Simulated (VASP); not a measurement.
# Au (Fmmm) in VASP: single point with r2SCAN

Aim: the single point of Au with r2SCAN.

Program: VASP 6.6.1. These are calculated values, not measurements. Logs are shortened: lines on timing, memory, paths and dates and some standing lists are left out, and cuts for length are marked.

## (1) The cell of the first run

It takes space group Fmmm (No. 69, orthorhombic). The conventional cell has a = 4.040 Å, b = 4.091 Å, c = 4.142 Å, α = 90.00°, β = 90.00°, γ = 90.00°. Au (site symmetry mmm) has 12 Au at 2.87 to 2.91 Å within 3.8 Å.

## (2) Single point, r2SCAN (strain +0.0125 x Voigt [1, -1, 0, 0, 0, 0])

Input file POSCAR:

```
Au
1.0
    0.0000000000      2.0199312500      2.0455000000
    2.0710687500      0.0000000000      2.0455000000
    2.0710687500      2.0199312500      0.0000000000
Au
1
Direct
    0.0000000000      0.0000000000      0.0000000000
```

Input file INCAR.step1:

```
  PREC = Accurate
  ENCUT = 520
  ISMEAR = 0
  SIGMA = 0.15
  LREAL = F
  LASPH = T
  NELM = 100
  NBANDS = 12
  GGA = PE
  ALGO = Normal
  EDIFF = 1E-4
  LWAVE = T
  LCHARG = F
```

Input file INCAR.step2:

```
  PREC = Accurate
  ENCUT = 520
  EDIFF = 1E-6
  ISMEAR = 0
  SIGMA = 0.15
  LREAL = F
  LASPH = T
  NELM = 100
  ALGO = Normal
  ISIF = 2
  LWAVE = F
  LCHARG = F
  METAGGA = R2SCAN
  LMIXTAU = T
  NBANDS = 12
  ISTART = 1
```

Input file KPOINTS:

```
Automatic mesh
0
Gamma
  14 14 14
```

Potentials or basis: VASP PAW PBE potentials, release 64 (Au).

Started as:

```bash
> cat potpaw_PBE.64/Au/POTCAR > POTCAR
> cp INCAR.step1 INCAR
> mpirun -np 1 vasp_std > vasp.out
> cp INCAR.step2 INCAR
> mpirun -np 1 vasp_std > vasp.out
```

OUTCAR:

```text
PREC = Accurate
   ENCUT = 520
   EDIFF = 1E-6
   ISMEAR = 0
   LREAL = F
   LASPH = T
   NELM = 100
   ISIF = 2
   METAGGA = R2SCAN
   ISTART = 1

 ion  position               nearest neighbor table
   1  0.000  0.000  0.000-

  LATTYP: Found a face centered orthorhombic cell.
 ALAT       =     4.0398625000
 B/A-ratio  =     1.0126582278
 C/A-ratio  =     1.0253164557

  Lattice vectors:

 A1 = (  -2.0710687500,   0.0000000000,  -2.0455000000)
 A2 = (  -2.0710687500,   2.0199312500,   0.0000000000)
 A3 = (   0.0000000000,   2.0199312500,  -2.0455000000)

Analysis of symmetry for initial positions (statically):
=====================================================================
 Subroutine PRICEL returns:
 Original cell was already a primitive cell.

 Routine SETGRP: Setting up the symmetry group for a
 face centered orthorhombic supercell.

 Subroutine GETGRP returns: Found  8 space group operations
 (whereof  8 operations were pure point group operations)
 out of a pool of  8 trial point group operations.

The static configuration has the point symmetry D_2h.

Analysis of symmetry for dynamics (positions and initial velocities):
=====================================================================
 Subroutine PRICEL returns:
 Original cell was already a primitive cell.

 Routine SETGRP: Setting up the symmetry group for a
 face centered orthorhombic supercell.

 Subroutine GETGRP returns: Found  8 space group operations
 (whereof  8 operations were pure point group operations)
 out of a pool of  8 trial point group operations.

The dynamic configuration has the point symmetry D_2h.

 Subroutine INISYM returns: Found  8 space group operations
 (whereof  8 operations are pure point group operations),
 and found     1 'primitive' translations

----------------------------------------------------------------------------------------

                                     Primitive cell

  volume of cell :      17.1144

  direct lattice vectors                    reciprocal lattice vectors
     0.000000000  2.019931250  2.045500000    -0.241421247  0.247533177  0.244439012
     2.071068750  0.000000000  2.045500000     0.241421247 -0.247533177  0.244439012
     2.071068750  2.019931250  0.000000000     0.241421247  0.247533177 -0.244439012

  length of vectors
     2.874750860  2.910909826  2.892999831     0.423446954  0.423446954  0.423446954

  position of ions in fractional coordinates (direct lattice)
     0.000000000  0.000000000  0.000000000

  ion indices of the primitive-cell ions
   primitive index   ion index
                 1           1

----------------------------------------------------------------------------------------

 KPOINTS: Automatic mesh

Automatic generation of k-mesh.
 Grid dimensions read from file:
 generate k-points for:   14   14   14

 Generating k-lattice:

  Cartesian coordinates                     Fractional coordinates (reciprocal lattice)
    -0.017244375  0.017680941  0.017459929     0.071428571  0.000000000  0.000000000
     0.017244375 -0.017680941  0.017459929     0.000000000  0.071428571  0.000000000
     0.017244375  0.017680941 -0.017459929     0.000000000  0.000000000  0.071428571

  Length of vectors
     0.030246211  0.030246211  0.030246211

  Shift w.r.t. Gamma in fractional coordinates (k-lattice)
     0.000000000  0.000000000  0.000000000

 Subroutine IBZKPT returns following result:
 ===========================================

 Found    428 irreducible k-points:

 Following reciprocal coordinates:
            Coordinates               Weight
  0.000000  0.000000  0.000000      1.000000
  0.071429 -0.000000 -0.000000      8.000000
  0.142857 -0.000000  0.000000      8.000000
  0.214286 -0.000000 -0.000000      8.000000
  0.285714 -0.000000 -0.000000      8.000000
  0.357143 -0.000000 -0.000000      8.000000
[... 16 lines left out ...]
  0.214286  0.142857 -0.000000      8.000000
  0.285714  0.142857 -0.000000      8.000000
 [... further k-points ...]
   k-points           NKPTS =    428   k-points in BZ     NKDIM =    428   number of bands    NBANDS=     12
   number of dos      NEDOS =    301   number of ions     NIONS =      1
   total plane-waves  NPLWV =  13824
   dimension x,y,z NGX =    24 NGY =   24 NGZ =   24
   dimension x,y,z NGXF=    48 NGYF=   48 NGZF=   48
   ions per type =               1
   NGX,Y,Z   is equivalent  to a cutoff of  13.88, 13.71, 13.79 a.u.
   NGXF,Y,Z  is equivalent  to a cutoff of  27.76, 27.41, 27.58 a.u.
 SYSTEM =  unknown system
   PREC   = accura    normal or accurate (medium, high low for compatibility)
   ISTART =      1    job   : 0-new  1-cont  2-samecut
   ICHARG =      0    charge: 1-file 2-atom 10-const
   ISPIN  =      1    spin polarized calculation?
   LNONCOLLINEAR =      F non collinear calculations
   LSORBIT =      F    spin-orbit coupling
   LASPH  =      T    aspherical Exc in radial PAW
   ENCUT  =  520.0 eV  38.22 Ry    6.18 a.u.   5.35  5.41  5.38*2*pi/ulx,y,z
   NELM   =    100;   NELMIN=  2; NELMDL=  0     # of ELM steps
   EDIFF  = 0.1E-05   stopping-criterion for ELM
   LREAL  =      F    real-space projection
   EDIFFG = 0.1E-04   stopping-criterion for IOM
   NSW    =      0    number of steps for IOM
   IBRION =     -1    ionic relax: 0-MD 1-quasi-New 2-CG
   NFREE  =      0    steps in history (QN), initial steepest desc. (CG)
   ISIF   =      2    stress and relaxation
   ISYM   =      2    0-nonsym 1-usesym 2-fastsym
   POTIM  = 0.5000    time-step for ionic-motion
   TEBEG  =    0.0;   TEEND  =   0.0 temperature during run
   PSTRESS=    0.0 pullay stress
   NELECT =      11.0000    total number of electrons
   NUPDOWN=      -1.0000    fix difference up-down
   EMIN   =  10.00;   EMAX   =-10.00  energy-range for DOS
   EFERMI =   0.00;   METHOD = LEGACY
   ISMEAR =     0;   SIGMA  =   0.15  broadening in eV -4-tet -1-fermi 0-gaus
   EFERMI_NEDOS =   21; number of points for ismear=-14 and -15
   IALGO  =     38    algorithm
   IMIX   =      4    mixing-type and parameters
     AMIX     =   0.40;   BMIX     =  1.00
     AMIX_MAG =   1.60;   BMIX_MAG =  1.00
  volume/ion in A,a.u.               =      17.11       115.49
  Fermi-wavevector in a.u.,A,eV,Ry     =   1.412816  2.669835 27.157887  1.996048
  Thomas-Fermi vector in A             =   2.534525
   LORBIT       =      0    0 simple, 1 ext, 2 COOP (PROOUT), +10 PAW based schemes
   METAGGA = R2SCAN    functional components
   LHFCALC =     F    Hartree Fock is set to
   AEXX    =    0.0000 exact exchange contribution
   IVDW    =     0    specifies the selected vdW correction
   LEPSILON=     F    determine dielectric tensor
   LRPA    =     F    only Hartree local field effects (RPA)
 non-spin polarized calculation
 Gauss-broadening in eV      SIGMA  =   0.15
  energy-cutoff  :      520.00
  volume of cell :       17.11
 maximum number of plane-waves:       475
 NGX is ok and might be reduce to    24
   NGX = 11   NGY = 11   NGZ = 11

 number of electron      11.0000000 magnetization

 Free energy of the ion-electron system (eV)
  ---------------------------------------------------
  ext. energy  EPLUGINS =         0.00000000
  ---------------------------------------------------
  free energy    TOTEN  =       -50.58715730 eV

  energy without entropy =      -50.58370455  energy(sigma->0) =      -50.58543093

 E-fermi :   9.2065     XC(G=0): -13.6010

 val. band max:        9.1908880429   @ k =   0.5000   0.2857   0.1429
 cond. band min:       9.2083331441   @ k =   0.5000   0.1429   0.2857
 fundamental gap:      0.0174451012
 Fermi energy:         9.2065381946

 k-point     1 :       0.0000    0.0000    0.0000
  band No.  band energies     occupation
      1      -0.7935      2.00000
      2       4.2137      2.00000
      3       4.3309      2.00000
      4       4.4417      2.00000
      5       5.7410      2.00000
      6       5.9528      2.00000
      7      24.5885      0.00000
      8      28.4480      0.00000
      9      28.6495      0.00000
     10      28.8632      0.00000
     11      33.9264      0.00000
     12      38.0819      0.00000

 k-point     2 :       0.0714   -0.0000   -0.0000
  band No.  band energies     occupation
      1      -0.6097      2.00000
      2       4.2186      2.00000
      3       4.3577      2.00000
      4       4.4769      2.00000
      5       5.7193      2.00000
      6       5.9211      2.00000
      7      24.7926      0.00000
      8      27.5210      0.00000
      9      28.7479      0.00000
     10      28.9864      0.00000
     11      34.6810      0.00000
     12      36.5548      0.00000

 k-point     3 :       0.1429   -0.0000    0.0000
  band No.  band energies     occupation
      1      -0.0859      2.00000
      2       4.1357      2.00000
      3       4.4719      2.00000
      4       4.6079      2.00000
      5       5.7054      2.00000
      6       5.8712      2.00000
      7      24.8112      0.00000
      8      25.7575      0.00000
      9      29.3059      0.00000
     10      29.5370      0.00000
     11      33.1699      0.00000
     12      35.3391      0.00000
[... 286 lines left out ...]
 k-point    23 :       0.2143    0.1429   -0.0000
  band No.  band energies     occupation
      1       0.7462      2.00000
      2       3.6819      2.00000
      3       4.8180      2.00000
      4       4.9921      2.00000
      5       5.3822      2.00000
      6       6.1806      2.00000
      7      24.6801      0.00000
      8      26.2397      0.00000
      9      26.9261      0.00000
     10      28.2930      0.00000
     11      31.2925      0.00000
     12      34.6304      0.00000

 k-point    24 :       0.2857    0.1429   -0.0000
  band No.  band energies     occupation
      1       1.4837      2.00000
      2       3.6121      2.00000
      3       4.6065      2.00000
      4       5.0399      2.00000
      5       5.9353      2.00000
      6       6.4321      2.00000
      7      21.8165      0.00000
      8      26.1266      0.00000
      9      26.3798      0.00000
     10      28.3847      0.00000
     11      31.2220      0.00000
     12      34.6112      0.00000

 [... further k-points ...]
[... 5 lines left out ...]
  --------------------------------------------------------------------------------------
  -------------------------------------------------------------------------------------
  Total        0.4324245      0.4938452      0.4624874      0.0000000     -0.0000000      0.0000000
  in kB       40.4818454     46.2318035     43.2962092      0.0000000     -0.0000000      0.0000000
  external PRESSURE =      43.3366194 kB  Pullay stress =       0.0000000 kB

 VOLUME and BASIS-vectors are now :
 -----------------------------------------------------------------------------
  energy-cutoff  :      520.00
  volume of cell :       17.11
      direct lattice vectors                 reciprocal lattice vectors
     0.000000000  2.019931250  2.045500000    -0.241421247  0.247533177  0.244439012
     2.071068750  0.000000000  2.045500000     0.241421247 -0.247533177  0.244439012
     2.071068750  2.019931250  0.000000000     0.241421247  0.247533177 -0.244439012

 POSITION                                       TOTAL-FORCE (eV/Angst)
 -----------------------------------------------------------------------------------
      0.00000      0.00000      0.00000         0.000000     -0.000000      0.000000
 -----------------------------------------------------------------------------------
    total drift:                                0.000000      0.000000      0.000000

  FREE ENERGIE OF THE ION-ELECTRON SYSTEM (eV)
  ---------------------------------------------------
  free  energy   TOTEN  =       -50.5871573048 eV

  energy  without entropy=      -50.5837045492  energy(sigma->0) =      -50.58543093
```

Wall time 10 min (1 thread of AMD EPYC 7R43 (Zen 3), shared host); peak memory 0.18 GiB.

What came out:

```yaml
Free_energy: -50.5872 eV
Pressure: 4.3 GPa
```

Stress tensor (GPa, compression positive):
```
4.05 0.00 0.00
0.00 4.62 0.00
0.00 0.00 4.33
```

Levels at points of the mesh, in eV from the Fermi level:
```csv
k point,band 2,band 3,band 4,band 5,band 6,band 7,band 8,band 9
"(0.00, 0.00, 0.00)",-4.99,-4.88,-4.76,-3.47,-3.25,15.38,19.24,19.44
"(0.50, 0.00, 0.00)",-5.02,-4.83,-2.17,-2.07,-0.73,3.20,14.83,17.71
"(0.50, 0.50, 0.00)",-6.97,-2.18,-1.87,-1.69,1.24,6.03,10.55,10.59
"(0.50, 0.00, 0.50)",-6.97,-2.18,-1.82,-1.72,1.47,6.33,10.33,10.34
"(0.00, 0.50, 0.50)",-6.98,-2.17,-1.83,-1.75,1.03,5.72,10.78,10.81
```

Caveat: the cell differs from its parent crystal (strain +0.0125 x Voigt [1, -1, 0, 0, 0, 0]); the PAW data sets were made with another functional, which shifts forces and pressure a little; spin-orbit coupling is left out, which moves the levels of the heavy elements.
